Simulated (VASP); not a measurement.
# Ru5N: relaxation of the atoms with PBE

The system is Ru5N, a slab with vacuum.

```
Ru N
1.0
     2.71980    0.00000    0.00000
    -1.35990    2.35541    0.00000
     0.00000    0.00000   24.03599
Ru N
5 1
Direct
  0.66667 0.33333 0.16642
  0.33333 0.66667 0.25580
  0.66667 0.33333 0.34521
  0.33333 0.66667 0.43523
  0.66667 0.33333 0.52155
  0.00000 0.00000 0.56316
```

```
Program                             : VASP 6.6.1
Task                                : relaxation of the atoms
Functional                          : PBE
Potentials or basis                 : VASP PAW PBE potentials, release 64 (Ru_pv, N)
Cutoff                              : 520 eV
k mesh                              : 12 × 12 × 1
Occupations                         : gaussian, width 0.1 eV
Spin                                : no spin polarisation
Dipole correction                   : yes
Atoms held fixed (from 0)           : [0, 1, 2, 3, 4]
Further INCAR settings              : ALGO = Normal; EDIFF = 1e-07; IBRION = 2; EDIFFG = -0.025; NSW = 36
Atoms held along some axes (from 0) : atom 5 along a and b
```

```json
{"Energy gained by relaxing": "42.2 meV/atom", "Ionic steps": "3", "Band gap on the k mesh": "zero (an odd number of electrons rules out a gap without spin polarisation)"}
```

Step by step:
```csv
step,energy change (eV),largest force on free atoms (eV/Å),pressure (GPa)
1,0.0000,2.6520,6.89
2,-0.2239,0.8738,3.54
3,-0.2530,0.0249,2.01
```

Final structure:
```xyz
6
Lattice="2.7198 0.0000 0.0000 -1.3599 2.3554 0.0000 0.0000 0.0000 24.0360" Properties=species:S:1:pos:R:3 pbc="T T T"
Ru    1.3599    0.7851    4.0000
Ru    0.0000    1.5703    6.1483
Ru    1.3599    0.7851    8.2974
Ru    0.0000    1.5703   10.4612
Ru    1.3599    0.7851   12.5360
N     0.0000    0.0000   13.7314
```

Levels at points of the mesh, in eV from the Fermi level:
```
           k point  band 35  band 36  band 37  band 38  band 39  band 40
(0.00, 0.00, 0.00)    -1.31    -1.31    -0.76    -0.73    -0.73     0.00
(0.50, 0.00, 0.00)    -0.02     0.58     1.14     1.17     1.43     1.60
```

It took 16 min on 1 thread of AMD EPYC 7R13 Processor (Zen 3), with other jobs on the host, peak memory 0.29 GiB.
